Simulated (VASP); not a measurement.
Set up this calculation in VASP 6.6.1, as the native input.

```yaml
Task: single point
Functional: LDA
Potentials_or_basis: VASP PAW LDA potentials, release 64 (Al, Fe)
Cutoff: 520 eV
k_mesh: 6 × 6 × 6
Occupations: fermi-dirac, width 0.1 eV
Spin: collinear spin, ferromagnetic start
Starting_moments: "[0.0, 2.4, 2.4, 2.4] μB"
Dipole_correction: no
Further_INCAR_settings: ALGO = Normal; EDIFF = 1e-07; NBANDS = 26
```

The structure of AlFe3 lies in POSCAR:

```
AlFe3
1.0
    3.7793983720      0.0000000000      0.0000000000
    0.0000000000      3.7793983720      0.0000000000
    0.0000000000      0.0000000000      3.7793983720
Al Fe
1 3
Direct
    0.0000000000      0.0000000000      0.0000000000
    0.0000000000      0.5000000000      0.5000000000
    0.5000000000      0.0000000000      0.5000000000
    0.5000000000      0.5000000000      0.0000000000
```

One way to write it, as run:

INCAR

```
SYSTEM = AlFe3
ALGO = Normal
EDIFF = 1E-7
ENCUT = 520
GGA = CA
ISIF = 2
ISMEAR = -1
ISPIN = 2
LASPH = .TRUE.
LCHARG = .FALSE.
LMAXMIX = 4
LORBIT = 11
LREAL = .FALSE.
LWAVE = .FALSE.
MAGMOM = 0 2.4 2.4 2.4
NBANDS = 26
NELM = 150
PREC = Accurate
SIGMA = 0.1
```

KPOINTS

```
k-points
0
G
  6 6 6
  0 0 0
```

Potentials or basis: VASP PAW LDA potentials, release 64 (Al, Fe).

Command:

```bash
$ cat potpaw_LDA.64/Al/POTCAR potpaw_LDA.64/Fe/POTCAR > POTCAR
$ mpirun -np 1 vasp_std > vasp.out
```

Results of the run:

```yaml
Pressure: -25.5 GPa
Net_moment: 6.91 μB per cell
Site_moments: Al -0.07; Fe +2.32 μB
Valence_electrons_inside_the_program's_atomic_spheres: Al 0.79; Fe 7.06
```

Caveat: the cell stands under tension.

Run time: 52 s on 1 thread of Intel Xeon 8259CL (shared host), peak memory 0.17 GiB.
